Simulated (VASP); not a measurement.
Here is a VASP 6.6.1 calculation.

Contents of INCAR:

```
SYSTEM = Be
  PREC = Accurate
  ENCUT = 520
  EDIFF = 1E-7
  ISMEAR = -1
  SIGMA = 0.01
  LREAL = .FALSE.
  LASPH = .TRUE.
  NELM = 60
  ALGO = Normal
  ISIF = 2
  LWAVE = .FALSE.
  LCHARG = .TRUE.
  GGA = PS
  LELF = .TRUE.
  LVHAR = .TRUE.
  NBANDS = 9
```

KPOINTS

```
Automatic mesh
0
G
  15 15 8
  0 0 0
```

Contents of POSCAR:

```
Be
1.0
    2.2424371395      0.0000000000      0.0000000000
   -1.1212185697      1.9420075292      0.0000000000
    0.0000000000      0.0000000000      3.6327481659
Be
2
Direct
    0.1933333333      0.5966666667      0.1450000000
    0.8066666667      0.4033333333      0.8550000000
```

Potentials or basis: VASP PAW PBE potentials, release 64 (Be).

The run is started by

```bash
$ cat potpaw_PBE.64/Be/POTCAR > POTCAR
$ mpirun -np 1 vasp_std > vasp.out
```

(1) What does it give for the pressure?

(2) What does it give for the band gap on the k mesh?

(3) Predict the largest force.

Answers

(1) 67.1 GPa.

(2) zero (band 2 reaches 7.34 eV, above the bottom of band 3 at 5.44 eV).

(3) 18.369 eV/Å.

Caveat: the PAW data sets were made with another functional, which shifts forces and pressure a little.
